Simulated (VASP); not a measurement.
B: single point with PBE+D3(BJ)

B:

```xyz
2
Lattice="2.9930 0.0000 0.0000 -1.4965 2.5920 0.0000 0.0000 0.0000 1.9158" Properties=species:S:1:pos:R:3 pbc="T T T"
B     0.0000    1.7280    0.0000
B     1.4965    0.8640    0.0000
```

- Program: VASP 6.6.1
- Task: single point
- Functional: PBE
- Dispersion: D3(BJ)
- Potentials or basis: VASP PAW PBE potentials, release 64 (B)
- Cutoff: 520 eV
- k mesh: 18 × 18 × 22
- Occupations: gaussian, width 0.1 eV
- Spin: no spin polarisation
- Dipole correction: no
- Further INCAR settings: ALGO = Normal; EDIFF = 1e-06; NBANDS = 10

* Pressure: 0.1 GPa
* Band gap on the k mesh: zero (band 3 reaches 8.91 eV, above the bottom of band 4 at 3.72 eV)
* Dispersion energy per atom: -0.202 eV

Levels at points of the mesh, in eV from the Fermi level:
```
           k point  band 1  band 2  band 3  band 4  band 5  band 6  band 7  band 8
(0.00, 0.00, 0.00)  -14.85   -1.66   -1.66    5.63    5.63    5.90   12.84   13.74
(0.50, 0.00, 0.00)  -11.17   -9.89   -4.19    3.39   14.84   15.11   15.20   16.64
(0.00, 0.00, 0.50)   -7.84   -5.55    3.20    3.20    4.64   11.40   11.40   17.17
(0.50, 0.00, 0.50)   -4.62   -2.47   -2.32   -1.56    1.05   12.07   13.42   13.51
```

Run time: 52 s on 1 thread of AMD EPYC 7R43 64-Core Processor (Zen 3), on a shared host, peak memory 0.13 GiB.

Caveat: pairwise dispersion overbinds metals, which lowers pressure and volume.
